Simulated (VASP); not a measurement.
Here is a VASP 6.6.1 calculation.

File INCAR:

```
PREC = Accurate
ENCUT = 600
EDIFF = 1E-7
ISMEAR = 0
SIGMA = 0.1
LREAL = False
LASPH = True
NELM = 200
ALGO = Normal
ISIF = 3
LWAVE = False
LCHARG = False
GGA = PE
IBRION = 2
NSW = 100
EDIFFG = -0.01
GGA_COMPAT = False
NELMIN = 4
LMAXMIX = 6
```

Contents of KPOINTS:

```
regular mesh
0
Gamma
  12 12 8
```

File POSCAR:

```
NdBeF2
1.0
    4.5414361454      0.0000000000      0.0000000000
   -2.2707180727      3.9329990715      0.0000000000
    0.0000000000      0.0000000000      7.1969079139
Nd Be F
1 1 2
Direct
    0.3333333333      0.6666666667      0.0000000000
    0.6666666667      0.3333333333      0.0000000000
    0.6666666667      0.3333333333      0.2131511811
    0.6666666667      0.3333333333      0.7868488189
```

Potentials or basis: VASP PAW PBE potentials, release 64 (Nd_3, Be, F), 4f in core.

Run with:

```console
$ cat potpaw_PBE.64/Nd_3/POTCAR potpaw_PBE.64/Be/POTCAR potpaw_PBE.64/F/POTCAR > POTCAR
$ mpirun -np 1 vasp_std > vasp.out
```

Q: Estimate the space group after relaxing (to 0.1 Å).

A: P-6m2 (No. 187).

Q: Estimate the relaxed volume.

A: 29.01 Å³/atom.

Q: What does it give for the relaxed cell?

A: a = 4.519 Å, b = 4.519 Å, c = 6.560 Å, α = 90.00°, β = 90.00°, γ = 120.00°.

Forces in eV/Å, atoms in the order of the input:
```
Nd   0.000  0.000  0.000
Be   0.000  0.000  0.000
F    0.000  0.000  0.003
F    0.000  0.000 -0.003
```

Caveat: spin-orbit coupling is left out, which moves the levels of the heavy elements; the 4f electrons are frozen in the core, so they carry no moment and show no levels; an odd number of electrons without spin polarisation forces a metal; a magnetic or distorted state may lie lower; the run has no spin polarisation, though such a crystal can be magnetic. Spin polarisation is off, so any magnetic state and its effect on volume and gap are missing.
